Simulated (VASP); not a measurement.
Here is a VASP 6.6.1 calculation.

The input INCAR:

```
ALGO = Normal
EDIFF = 1E-6
ENCUT = 520
GGA = PE
ISIF = 2
ISMEAR = 0
ISPIN = 2
IVDW = 12
LASPH = True
LCHARG = False
LORBIT = 11
LREAL = False
LWAVE = False
MAGMOM = 0 1 1 1 1 1 1 1 1
NBANDS = 34
NELM = 150
PREC = Accurate
SIGMA = 0.1
```

KPOINTS

```
k-points
0
Gamma
  6 6 4
```

POSCAR

```
NaC8
1.0
    4.9759647000      0.0000000000      0.0000000000
   -2.4879824000      4.3093119000      0.0000000000
    0.0000000000      0.0000000000      4.4859969000
Na C
1 8
Direct
    0.0000000000      0.0000000000      0.5000000000
    0.3346970000      0.1673485000      0.0000000000
    0.3333333000      0.6666667000      0.0000000000
    0.8326515000      0.1673485000      0.0000000000
    0.8326515000      0.6653030000      0.0000000000
    0.1673485000      0.3346970000      0.0000000000
    0.1673485000      0.8326515000      0.0000000000
    0.6666667000      0.3333333000      0.0000000000
    0.6653030000      0.8326515000      0.0000000000
```

Potentials or basis: VASP PAW PBE potentials, release 64 (Na_pv, C).

Run with:

```bash
$ cat potpaw_PBE.64/Na_pv/POTCAR potpaw_PBE.64/C/POTCAR > POTCAR
$ mpirun -np 1 vasp_std > vasp.out
```

(1) What does it give for the net moment?

(2) Predict the largest force.

(3) Predict the dispersion energy per atom.

(4) Predict the pressure.

Results:

(1) 0.00 μB per cell.

(2) 0.014 eV/Å.

(3) -0.130 eV.

(4) 0.3 GPa.

Caveat: pairwise dispersion overbinds metals, which lowers pressure and volume.
